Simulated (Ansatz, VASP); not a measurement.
**One calculation of PbS, two programs**

File INCAR:

```
SYSTEM = PbS
PREC = Accurate
ENCUT = 520
EDIFF = 1E-6
ISMEAR = -1
SIGMA = 0.02
LREAL = .False.
LASPH = .True.
NELM = 80
ALGO = Normal
ISIF = 2
LWAVE = .False.
LCHARG = .False.
GGA = PE
NBANDS = 28
```

File KPOINTS:

```
Automatic mesh
0
Gamma
  12 12 4
  0 0 0
```

File POSCAR:

```
PbS
1.0
    2.1471054897     -3.7189560017      0.0000000000
    2.1471054897      3.7189560017      0.0000000000
    0.0000000000      0.0000000000      7.8501376422
Pb S
2 2
Direct
    0.0000068750      0.9999931250      0.4999624811
    0.9999931250      0.0000068750      0.9999624811
    0.6666752838      0.3333247162      0.6792375189
    0.3333247162      0.6666752838      0.1792375189
```

Input for Ansatz:

```yaml
crystal:
  lattice:
    - [2.1471054897, -3.7189560017, 0.0]
    - [2.1471054897, 3.7189560017, 0.0]
    - [0.0, 0.0, 7.8501376422]
  atoms:
    - { symbol: Pb, position: [6.875e-06, 0.999993125, 0.4999624811] }
    - { symbol: Pb, position: [0.999993125, 6.875e-06, 0.9999624811] }
    - { symbol: S, position: [0.6666752838, 0.3333247162, 0.6792375189] }
    - { symbol: S, position: [0.3333247162, 0.6666752838, 0.1792375189] }
kpoints:
  mp_grid: { grid: [12, 12, 4] }
  band_path:
    path:
      - [0.0, 0.0, 0.0]
      - [-4.0472e-06, 0.5000010118, 0.0]
      - [-0.3333394041, 0.6666707138, 0.0]
      - [0.0, 0.0, 0.5]
      - [-4.0472e-06, 0.5000010118, 0.5]
      - [-0.3333394041, 0.6666707138, 0.5]
      - [-4.047e-07, 0.0500001012, 0.0]
      - [0.333333, 0.333333, 0.0]
    npoints: 1
hamiltonian:
  xc: pbe
scf:
  occupations: { method: fermi_dirac, width: 0.02 }
  n_extra_bands: 5
output:
  forces: true
  stress: true
  eigenvalues: true
  write_density: true
  write_potential: true
  elf: true
  volumetric_format: npy
```

Change from the starting cell: hydrostatic strain +5.1%.

Alike in both runs: task single point; functional PBE; k mesh 12 × 12 × 4; occupations fermi-dirac, width 0.02 eV; no spin polarisation.

|  | VASP | Ansatz |
| --- | --- | --- |
| version | VASP 6.6.1 | Ansatz 0.2.0 |
| potentials or method | VASP PAW PBE potentials, release 64 (Pb_d, S) | plane waves, PAW |
| plane-wave cutoff (eV) | 520 | 420 |
| valence electrons in the cell | 40 | 40 |

|  | VASP | Ansatz | Ansatz less VASP |
| --- | --- | --- | --- |
| gap on the k mesh at the Fermi level (eV) | 0.90 | 0.90 | 0.000 |
| pressure (GPa) | -2.2 | -2.2 | +0.05 |
| traceless stress, the component that is largest in VASP (GPa) | 0.82 | 0.82 | -0.002 |
| rms of the force components (eV/Å) | 0.027 | 0.025 | -0.0019 |

Atom by atom the forces differ by 0.002 eV/Å (rms over components).

Spin-orbit coupling is off throughout.
